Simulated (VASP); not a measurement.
Runs of VASP 6.6.1 on Cl. The structure is that of space group Cmce (No. 64), or close to it. The cells are those of the table. 

```csv
level,cell,smearing,gap on the mesh (eV),pressure (GPa),largest force (eV/Å)
r2SCAN,"a = 3.525, b = 3.525, c = 8.352 Å, angles 90.0, 90.0, 65.4°, 4 atoms",gaussian 0.01 eV,(a),1.4,0.24
PBE,"a = 3.525, b = 3.525, c = 8.352 Å, angles 90.0, 90.0, 65.4°, 4 atoms",fermi-dirac 0.02 eV,1.87,3.1,0.04
PBE,"a = 3.656, b = 3.656, c = 8.147 Å, angles 90.0, 90.0, 62.5°, 4 atoms",fermi-dirac 0.02 eV,2.01,(b),0.06
r2SCAN,"a = 3.656, b = 3.656, c = 8.147 Å, angles 90.0, 90.0, 62.5°, 4 atoms",gaussian 0.01 eV,(c),1.3,0.23
```

Alike in all rows: task single point; potentials or basis VASP PAW PBE potentials, release 64 (Cl); no spin polarisation; k mesh 8 × 8 × 4; cutoff (eV) 520.

Problem. Fill in the values left out.

Solution. (a) 2.20; (b) 2.8; (c) 2.35.

Caveats: the PAW data sets were made with another functional, which shifts forces and pressure a little (some runs).

A k mesh can miss the band edges.
